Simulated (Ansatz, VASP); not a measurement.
Two plane-wave programs on ZnH2

```xyz
3
Lattice="2.8356 0.0000 0.0000 0.0000 2.8356 0.0000 0.0000 0.0000 3.3661" Properties=species:S:1:pos:R:3 pbc="T T T"
Zn    1.4178    1.4178    0.0000
H     0.0000    0.0000    0.0000
H     1.4178    1.4178    1.6830
```

Alike in both runs: task relaxation of cell and atoms; functional PBE; k mesh 16 × 16 × 14; occupations gaussian, width 0.1 eV; no spin polarisation.

|  | VASP | Ansatz |
| --- | --- | --- |
| version | VASP 6.6.1 | Ansatz 0.2.0 |
| potentials or method | VASP PAW PBE potentials, release 64 (Zn, H), cutoff 600 eV | scalar-relativistic, plane waves, PAW |
| valence electrons in the cell | 14 | 14 |

|  | VASP | Ansatz | Ansatz less VASP |
| --- | --- | --- | --- |
| gap on the k mesh at the Fermi level, each at its own relaxed structure (eV) | none | none | - |
| relaxed volume (Å³/atom) | 9.02 | 9.02 | +0.001 |
| relaxed cell length with the largest relative difference (Å) | 3.366 | 3.362 | -0.0038 |

A gap of «none» marks a metal or a gap that the smearing closes.

Noted on VASP's run: the relaxation stopped at its first step, so nothing moved.
